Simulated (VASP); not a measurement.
# HgPt2: single point with PBE

The system is HgPt2.

```
Hg Pt
1.0
     1.45156    0.83806    7.07056
    -1.45156    0.83806    7.07056
     0.00000   -1.67612    7.07056
Hg Pt
1 2
Direct
  0.00000 0.00000 0.00000
  0.77857 0.77857 0.77857
  0.22143 0.22143 0.22143
```

- Program: VASP 6.6.1
- Task: single point
- Functional: PBE
- Potentials or basis: VASP PAW PBE potentials, release 64 (Hg, Pt)
- Cutoff: 520 eV
- k mesh: 6 × 6 × 6
- Occupations: gaussian, width 0.1 eV
- Spin: no spin polarisation

```
Pressure               : 0.2 GPa
Largest force          : 0.078 eV/Å
Band gap on the k mesh : zero (band 16 reaches 9.46 eV, above the bottom of band 17 at 7.19 eV)
```

Forces on the atoms (eV/Å):
```
Hg   0.000  0.000  0.000
Pt   0.000  0.000  0.078
Pt   0.000  0.000 -0.078
```

Stress tensor (GPa, compression positive):
```
0.08 0.00 0.00
0.00 0.08 0.00
0.00 0.00 0.30
```

Levels at points of the mesh, in eV from the Fermi level:
```csv
k point,band 14,band 15,band 16,band 17,band 18,band 19,band 20,band 21
"(0.00, 0.00, 0.00)",-2.77,-1.32,-1.32,-0.63,-0.63,7.47,8.73,14.12
"(0.50, 0.00, 0.00)",0.02,0.16,0.38,1.27,1.40,3.64,5.43,6.09
"(0.50, 0.50, 0.00)",-0.61,-0.51,0.01,0.16,2.62,3.50,6.41,6.90
"(0.50, 0.50, 0.50)",-1.48,-1.48,-0.89,-0.52,-0.52,3.32,13.55,14.41
```

It took 77 s on 1 thread of Intel(R) Xeon(R) 6975P-C (Granite Rapids) (shared host), peak memory 0.4 GiB.

Caveat: the k points lie up to 0.42 Å⁻¹ apart; spin-orbit coupling is left out, which moves the levels of the heavy elements.
